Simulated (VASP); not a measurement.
A run of VASP 6.6.1 is set up as follows.

INCAR

```
  PREC = Accurate
  ENCUT = 600
  EDIFF = 1E-7
  ISMEAR = 0
  SIGMA = 0.1
  LREAL = False
  LASPH = True
  NELM = 100
  ALGO = Fast
  ISIF = 4
  LWAVE = False
  LCHARG = False
  GGA = PE
  IBRION = 2
  NSW = 50
  EDIFFG = -0.01
```

KPOINTS

```
regular mesh
0
Gamma
  12 12 4
```

POSCAR

```
Ag3Os
1.0
    2.7438225299      0.0000000000      0.0000000000
   -1.3719112649      2.3762200144      0.0000000000
    0.0000000000      0.0000000000      9.5600889097
Ag Os
3 1
Direct
    0.0000000000      0.0000000000      0.0000000000
    0.6666666667      0.3333333333      0.7466206074
    0.6666666667      0.3333333333      0.2533793926
    0.0000000000      0.0000000000      0.5000000000
```

Potentials or basis: VASP PAW PBE potentials, release 64 (Ag, Os).

Launch:

```bash
$ cat potpaw_PBE.64/Ag/POTCAR potpaw_PBE.64/Os/POTCAR > POTCAR
$ mpirun -np 1 vasp_std > vasp.out
```

**Question.** Predict the band gap on the k mesh.

**Answer.** Zero (an odd number of electrons rules out a gap without spin polarisation).

Step by step:
| step | energy change (eV) | largest force (eV/Å) | pressure (GPa) | volume (Å³) |
| --- | --- | --- | --- | --- |
| 1 | 0.0000 | 0.0898 | 10.53 | 62.33 |
| 2 | -0.0016 | 0.0537 | 10.31 | 62.33 |
| 3 | -0.0016 | 0.0459 | 10.26 | 62.33 |
| 4 | -0.0018 | 0.0180 | 10.24 | 62.33 |
| 5 | -0.0019 | 0.0006 | 10.22 | 62.33 |

Caveat: spin-orbit coupling is left out, which moves the levels of the heavy elements.
